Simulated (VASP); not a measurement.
# AlCu (Cmmm) in VASP: further runs

The runs below take AlCu through single point, with PBEsol.

Everything below comes from runs of VASP 6.6.1. Logs are shortened: lines on timing, memory, paths and dates and some standing lists are left out, and cuts for length are marked.

## 1. The cell of the first run

Symmetry: Cmmm, No. 65, orthorhombic system. Conventional cell: a = 4.055 Å, b = 4.306 Å, c = 2.956 Å, α = 90.00°, β = 90.00°, γ = 90.00°. Al (site symmetry mmm) has 8 Cu at 2.51 to 2.61 Å and 6 Al at 2.96 Å within 3.3 Å. Within 3.3 Å of Cu (site symmetry mmm) lie 8 Al at 2.51 to 2.61 Å and 6 Cu at 2.96 Å.

## 2. Single point, PBEsol (strain -0.0600 x Voigt [0, 0, 0, 0, 0, 1])

INCAR

```
SYSTEM = AlCu
PREC     = Accurate       ! precision mode
ENCUT    = 520            ! plane-wave cutoff, eV
EDIFF    = 1E-7           ! SCF threshold, eV
ISMEAR   = 0              ! smearing method
SIGMA    = 0.15           ! smearing width, eV
LREAL    = .FALSE.        ! projectors in reciprocal space
LASPH    = .TRUE.         ! aspherical terms in the spheres
NELM     = 80             ! most SCF steps
ALGO     = Fast           ! electronic algorithm
ISIF     = 2              ! what is computed and relaxed
LWAVE    = .FALSE.        ! write WAVECAR
LCHARG   = .FALSE.        ! write CHGCAR
GGA      = PS             ! functional
NBANDS   = 14             ! bands
```

KPOINTS

```
regular mesh
0
G
  20 20 20
  0 0 0
```

POSCAR

```
AlCu
1.0
    2.9560037103     -0.0886801113      0.0000000000
   -0.0886801113      2.9560037103      0.0000000000
    0.0000000000      0.0000000000      2.9560037103
Al Cu
1 1
Direct
    0.0000000000      0.0000000000      0.0000000000
    0.5000000000      0.5000000000      0.5000000000
```

Potentials or basis: VASP PAW PBE potentials, release 64 (Al, Cu).

Command:

```bash
> cat potpaw_PBE.64/Al/POTCAR potpaw_PBE.64/Cu/POTCAR > POTCAR
> mpirun -np 1 vasp_std > vasp.out
```

OUTCAR:

```text
SYSTEM = AlCu
   PREC = Accurate
   ENCUT = 520
   EDIFF = 1E-7
   ISMEAR = 0
   LREAL = .FALSE.
   LASPH = .TRUE.
   NELM = 80
   ISIF = 2
   GGA = PS

 ion  position               nearest neighbor table
   1  0.000  0.000  0.000-   2 2.51   2 2.51   2 2.51   2 2.51   2 2.61   2 2.61   2 2.61   2 2.61

   2  0.500  0.500  0.500-   1 2.51   1 2.51   1 2.51   1 2.51   1 2.61   1 2.61   1 2.61   1 2.61

  LATTYP: Found a base centered orthorhombic cell.
 ALAT       =     4.0550079214
 B/A-ratio  =     1.0618556701
 C/A-ratio  =     0.7289760631

  Lattice vectors:

 A1 = (   2.9560037103,  -0.0886801113,   0.0000000000)
 A2 = (  -0.0886801113,   2.9560037103,   0.0000000000)
 A3 = (   0.0000000000,   0.0000000000,   2.9560037103)

Analysis of symmetry for initial positions (statically):
=====================================================================
 Subroutine PRICEL returns:
 Original cell was already a primitive cell.

 Routine SETGRP: Setting up the symmetry group for a
 base centered orthorhombic supercell.

 Subroutine GETGRP returns: Found  8 space group operations
 (whereof  8 operations were pure point group operations)
 out of a pool of  8 trial point group operations.

The static configuration has the point symmetry D_2h.

Analysis of symmetry for dynamics (positions and initial velocities):
=====================================================================
 Subroutine PRICEL returns:
 Original cell was already a primitive cell.

 Routine SETGRP: Setting up the symmetry group for a
 base centered orthorhombic supercell.

 Subroutine GETGRP returns: Found  8 space group operations
 (whereof  8 operations were pure point group operations)
 out of a pool of  8 trial point group operations.

The dynamic configuration has the point symmetry D_2h.

 Subroutine INISYM returns: Found  8 space group operations
 (whereof  8 operations are pure point group operations),
 and found     1 'primitive' translations

----------------------------------------------------------------------------------------

                                     Primitive cell

  volume of cell :      25.8062

  direct lattice vectors                    reciprocal lattice vectors
     2.956003710 -0.088680111  0.000000000     0.338599308  0.010157979  0.000000000
    -0.088680111  2.956003710  0.000000000     0.010157979  0.338599308  0.000000000
     0.000000000  0.000000000  2.956003710     0.000000000  0.000000000  0.338294569

  length of vectors
     2.957333613  2.957333613  2.956003710     0.338751643  0.338751643  0.338294569

  position of ions in fractional coordinates (direct lattice)
     0.000000000  0.000000000  0.000000000
     0.500000000  0.500000000  0.500000000

  ion indices of the primitive-cell ions
   primitive index   ion index
                 1           1
                 2           2

----------------------------------------------------------------------------------------

 KPOINTS: regular mesh

Automatic generation of k-mesh.
 Grid dimensions read from file:
 generate k-points for:   20   20   20

 Generating k-lattice:

  Cartesian coordinates                     Fractional coordinates (reciprocal lattice)
     0.016929965  0.000507899  0.000000000     0.050000000 -0.000000000  0.000000000
     0.000507899  0.016929965  0.000000000    -0.000000000  0.050000000  0.000000000
     0.000000000  0.000000000  0.016914728     0.000000000  0.000000000  0.050000000

  Length of vectors
     0.016937582  0.016937582  0.016914728

  Shift w.r.t. Gamma in fractional coordinates (k-lattice)
     0.000000000  0.000000000  0.000000000

 Subroutine IBZKPT returns following result:
 ===========================================

 Found   1221 irreducible k-points:

 Following reciprocal coordinates:
            Coordinates               Weight
  0.000000  0.000000  0.000000      1.000000
  0.050000  0.000000  0.000000      4.000000
  0.100000  0.000000  0.000000      4.000000
  0.150000  0.000000  0.000000      4.000000
  0.200000  0.000000  0.000000      4.000000
  0.250000  0.000000  0.000000      4.000000
[... 16 lines left out ...]
 -0.400000  0.050000  0.000000      4.000000
 -0.350000  0.050000  0.000000      4.000000
 [... further k-points ...]
   k-points           NKPTS =   1221   k-points in BZ     NKDIM =   1221   number of bands    NBANDS=     14
   number of dos      NEDOS =    301   number of ions     NIONS =      2
   total plane-waves  NPLWV =  13824
   dimension x,y,z NGX =    24 NGY =   24 NGZ =   24
   dimension x,y,z NGXF=    48 NGYF=   48 NGZF=   48
   ions per type =               1   1
   NGX,Y,Z   is equivalent  to a cutoff of  13.49, 13.49, 13.50 a.u.
   NGXF,Y,Z  is equivalent  to a cutoff of  26.98, 26.98, 27.00 a.u.
 SYSTEM =  AlCu
   PREC   = accura    normal or accurate (medium, high low for compatibility)
   ISTART =      0    job   : 0-new  1-cont  2-samecut
   ICHARG =      2    charge: 1-file 2-atom 10-const
   ISPIN  =      1    spin polarized calculation?
   LNONCOLLINEAR =      F non collinear calculations
   LSORBIT =      F    spin-orbit coupling
   LASPH  =      T    aspherical Exc in radial PAW
   ENCUT  =  520.0 eV  38.22 Ry    6.18 a.u.   5.50  5.50  5.50*2*pi/ulx,y,z
   NELM   =     80;   NELMIN=  2; NELMDL= -5     # of ELM steps
   EDIFF  = 0.1E-06   stopping-criterion for ELM
   LREAL  =      F    real-space projection
   EDIFFG = 0.1E-05   stopping-criterion for IOM
   NSW    =      0    number of steps for IOM
   IBRION =     -1    ionic relax: 0-MD 1-quasi-New 2-CG
   NFREE  =      0    steps in history (QN), initial steepest desc. (CG)
   ISIF   =      2    stress and relaxation
   ISYM   =      2    0-nonsym 1-usesym 2-fastsym
   POTIM  = 0.5000    time-step for ionic-motion
   TEBEG  =    0.0;   TEEND  =   0.0 temperature during run
   PSTRESS=    0.0 pullay stress
   NELECT =      14.0000    total number of electrons
   NUPDOWN=      -1.0000    fix difference up-down
   EMIN   =  10.00;   EMAX   =-10.00  energy-range for DOS
   EFERMI =   0.00;   METHOD = LEGACY
   ISMEAR =     0;   SIGMA  =   0.15  broadening in eV -4-tet -1-fermi 0-gaus
   EFERMI_NEDOS =   21; number of points for ismear=-14 and -15
   IALGO  =     68    algorithm
   IMIX   =      4    mixing-type and parameters
     AMIX     =   0.40;   BMIX     =  1.00
     AMIX_MAG =   1.60;   BMIX_MAG =  1.00
  volume/ion in A,a.u.               =      12.90        87.07
  Fermi-wavevector in a.u.,A,eV,Ry     =   1.335189  2.523142 24.255525  1.782731
  Thomas-Fermi vector in A             =   2.463913
   LORBIT       =      0    0 simple, 1 ext, 2 COOP (PROOUT), +10 PAW based schemes
   GGA     = PS    functional components
   LHFCALC =     F    Hartree Fock is set to
   AEXX    =    0.0000 exact exchange contribution
   IVDW    =     0    specifies the selected vdW correction
   LEPSILON=     F    determine dielectric tensor
   LRPA    =     F    only Hartree local field effects (RPA)
 non-spin polarized calculation
 RMM-DIIS sequential band-by-band and
 Gauss-broadening in eV      SIGMA  =   0.15
  energy-cutoff  :      520.00
  volume of cell :       25.81
 maximum number of plane-waves:       712
 NGX is ok and might be reduce to    24
   NGX = 11   NGY = 11   NGZ = 11

 number of electron      14.0000017 magnetization

 Free energy of the ion-electron system (eV)
  ---------------------------------------------------
  ext. energy  EPLUGINS =         0.00000000
  ---------------------------------------------------
  free energy    TOTEN  =        -8.69905137 eV

  energy without entropy =       -8.69215942  energy(sigma->0) =       -8.69560540

 E-fermi :   9.4775     XC(G=0): -11.8091

 val. band max:        9.4747854629   @ k =   0.0500   0.0500   0.2000
 cond. band min:       9.4776933755   @ k =   0.3500   0.0500   0.4000
 fundamental gap:      0.0029079127
 Fermi energy:         9.4775265691

 k-point     1 :       0.0000    0.0000    0.0000
  band No.  band energies     occupation
      1      -2.3257      2.00000
      2       4.3750      2.00000
      3       4.3923      2.00000
      4       5.3989      2.00000
      5       5.4631      2.00000
      6       5.5262      2.00000
      7      13.2407      0.00000
      8      13.4252      0.00000
      9      13.7051      0.00000
     10      15.8877      0.00000
     11      15.9136      0.00000
     12      20.1337      0.00000
     13      27.8522      0.00000
     14      28.1790      0.00000

 k-point     2 :       0.0500    0.0000    0.0000
  band No.  band energies     occupation
      1      -2.2820      2.00000
      2       4.3805      2.00000
      3       4.3959      2.00000
      4       5.3930      2.00000
      5       5.4509      2.00000
      6       5.5209      2.00000
      7      12.8185      0.00000
      8      13.4781      0.00000
      9      13.5828      0.00000
     10      15.9097      0.00000
     11      16.4304      0.00000
     12      20.3094      0.00000
     13      27.0469      0.00000
     14      27.6611      0.00000

 k-point     3 :       0.1000    0.0000    0.0000
  band No.  band energies     occupation
      1      -2.1513      2.00000
      2       4.3910      2.00000
      3       4.4093      2.00000
      4       5.3721      2.00000
      5       5.4159      2.00000
      6       5.5097      2.00000
      7      11.7447      0.00000
      8      13.6354      0.00000
      9      13.6850      0.00000
     10      15.9574      0.00000
     11      17.2956      0.00000
     12      20.8768      0.00000
     13      25.8561      0.00000
     14      26.5244      0.00000
[... 324 lines left out ...]
 k-point    23 :      -0.4000    0.0500    0.0000
  band No.  band energies     occupation
      1       0.3652      2.00000
      2       3.2053      2.00000
      3       4.6446      2.00000
      4       5.0398      2.00000
      5       5.0614      2.00000
      6       5.5087      2.00000
      7       6.5139      2.00000
      8      16.0932      0.00000
      9      16.4454      0.00000
     10      16.6605      0.00000
     11      18.9207      0.00000
     12      19.9243      0.00000
     13      20.5968      0.00000
     14      23.2858      0.00000

 k-point    24 :      -0.3500    0.0500    0.0000
  band No.  band energies     occupation
      1      -0.2385      2.00000
      2       3.7447      2.00000
      3       4.6130      2.00000
      4       5.0864      2.00000
      5       5.1036      2.00000
      6       5.5032      2.00000
      7       6.9171      2.00000
      8      15.5071      0.00000
      9      15.7939      0.00000
     10      16.6246      0.00000
     11      19.5714      0.00000
     12      20.0698      0.00000
     13      20.9024      0.00000
     14      23.9679      0.00000

 [... further k-points ...]
[... 5 lines left out ...]
  --------------------------------------------------------------------------------------
  -------------------------------------------------------------------------------------
  Total        0.1825091      0.1825091     -0.0334096      0.5400089      0.0000000      0.0000000
  in kB       11.3310785     11.3310785     -2.0742357     33.5264539      0.0000000      0.0000000
  external PRESSURE =       6.8626404 kB  Pullay stress =       0.0000000 kB

 VOLUME and BASIS-vectors are now :
 -----------------------------------------------------------------------------
  energy-cutoff  :      520.00
  volume of cell :       25.81
      direct lattice vectors                 reciprocal lattice vectors
     2.956003710 -0.088680111  0.000000000     0.338599308  0.010157979  0.000000000
    -0.088680111  2.956003710  0.000000000     0.010157979  0.338599308  0.000000000
     0.000000000  0.000000000  2.956003710     0.000000000  0.000000000  0.338294569

 POSITION                                       TOTAL-FORCE (eV/Angst)
 -----------------------------------------------------------------------------------
      0.00000      0.00000      0.00000         0.000000      0.000000      0.000000
      1.43366      1.43366      1.47800        -0.000000      0.000000      0.000000
 -----------------------------------------------------------------------------------
    total drift:                                0.000000     -0.000000     -0.000000

  FREE ENERGIE OF THE ION-ELECTRON SYSTEM (eV)
  ---------------------------------------------------
  free  energy   TOTEN  =        -8.6990513736 eV

  energy  without entropy=       -8.6921594248  energy(sigma->0) =       -8.69560540
```

It took 3.1 min on 1 thread of Intel Xeon Platinum 8488C (Sapphire Rapids), shared host; peak memory 0.53 GiB.

Results:

- Free energy: -8.6991 eV
- Pressure: 0.7 GPa
- Band gap on the k mesh: zero (bands 7 and 8 overlap by 4.79 eV)

Caveat: the cell differs from its parent crystal (strain -0.0600 x Voigt [0, 0, 0, 0, 0, 1]); the PAW data sets were made with another functional, which shifts forces and pressure a little.

## 3. Single point, PBEsol (strain +0.0525 x Voigt [0, 0, 0, 0, 0, 1])

INCAR

```
SYSTEM = AlCu
ALGO = Fast
EDIFF = 1E-6
ENCUT = 520
GGA = PS
ISIF = 2
ISMEAR = 0
LASPH = .True.
LCHARG = .False.
LREAL = .False.
LWAVE = .False.
NBANDS = 14
NELM = 60
PREC = Accurate
SIGMA = 0.15
```

KPOINTS

```
k-points
0
Gamma
  20 20 20
  0 0 0
```

POSCAR

```
AlCu
1.0
    2.9560037103      0.0775950974      0.0000000000
    0.0775950974      2.9560037103      0.0000000000
    0.0000000000      0.0000000000      2.9560037103
Al Cu
1 1
Direct
    0.0000000000      0.0000000000      0.0000000000
    0.5000000000      0.5000000000      0.5000000000
```

Potentials or basis: VASP PAW PBE potentials, release 64 (Al, Cu).

Command:

```bash
> cat potpaw_PBE.64/Al/POTCAR potpaw_PBE.64/Cu/POTCAR > POTCAR
> mpirun -np 1 vasp_std > vasp.out
```

It took 2.7 min on 1 thread of Intel Xeon Platinum 8488C (Sapphire Rapids), shared host; peak memory 0.53 GiB.

The run converged. Its results:

```yaml
Free_energy: -8.7028 eV
Pressure: -0.2 GPa
Band_gap_on_the_k_mesh: zero (bands 7 and 8 overlap by 4.77 eV)
```

Stress tensor (GPa, compression positive):
```
 0.18 -2.79  0.00
-2.79  0.18  0.00
 0.00  0.00 -0.86
```

Levels at points of the mesh, in eV from the Fermi level:
```csv
k point,band 3,band 4,band 5,band 6,band 7,band 8,band 9,band 10,band 11,band 12
"(0.00, 0.00, 0.00)",-5.09,-4.08,-4.02,-3.96,3.77,3.94,4.18,6.40,6.42,10.64
"(0.50, 0.00, 0.00)",-4.82,-4.48,-4.47,-3.96,-3.22,7.00,8.20,8.40,8.67,8.84
"(0.50, 0.50, 0.00)",-4.40,-4.34,-4.18,-3.61,-3.51,-1.00,0.20,10.43,12.81,13.07
"(0.00, 0.00, 0.50)",-4.81,-4.56,-4.40,-3.96,-3.23,7.27,8.01,8.45,8.79,8.92
"(0.50, 0.00, 0.50)",-4.37,-4.36,-3.86,-3.86,-3.61,-0.84,0.00,10.29,12.84,12.84
"(0.50, 0.50, 0.50)",-5.63,-3.59,-3.59,0.36,0.49,1.00,2.00,2.18,2.32,2.61
```

Caveat: the cell differs from its parent crystal (strain +0.0525 x Voigt [0, 0, 0, 0, 0, 1]); the PAW data sets were made with another functional, which shifts forces and pressure a little.

(Continued in part 2 of 2.)
